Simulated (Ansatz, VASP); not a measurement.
## InAgTe2: VASP beside Ansatz

```
CELL_PARAMETERS angstrom
-3.19138 3.19138 6.29229
3.19138 -3.19138 6.29229
3.19138 3.19138 -6.29229
ATOMIC_POSITIONS crystal
In 0.50000 0.50000 0.00000
In 0.25000 0.75000 0.50000
Ag 0.00000 0.00000 0.00000
Ag 0.75000 0.25000 0.50000
Te 0.37500 0.37196 0.49696
Te 0.62804 0.12500 0.00304
Te 0.87500 0.87804 0.50304
Te 0.12196 0.62500 0.99696
```

Alike in both runs: task single point; functional r2SCAN; k mesh 4 × 4 × 4; occupations fermi-dirac, width 0.02 eV; no spin polarisation.

|  | VASP | Ansatz |
| --- | --- | --- |
| version | VASP 6.6.1 | Ansatz 0.2.0 |
| potentials or method | VASP PAW PBE potentials, release 64 (In_d, Ag, Te) | plane waves, PAW |
| plane-wave cutoff (eV) | 550 | 500 |
| valence electrons in the cell | 72 | 128 |

Ansatz gave:

```
gap on the k mesh at the Fermi level (eV)                     : 0.74
pressure (GPa)                                                : 3.1
traceless stress, the component that is largest in VASP (GPa) : -0.06
rms of the force components (eV/Å)                            : 0.049
```

Q: Which values does VASP return?

A: gap on the k mesh at the Fermi level (eV): 0.72; pressure (GPa): 3.0; traceless stress, the component that is largest in VASP (GPa): -0.05; rms of the force components (eV/Å): 0.057.

VASP's potentials were made for PBE, not for r2SCAN. Atom by atom the forces differ by 0.009 eV/Å (rms over components). VASP's potentials hold 72 valence electrons a cell and Ansatz's 128, so a difference there can come from the potentials and not from the codes.

Neither program's run includes spin-orbit coupling.
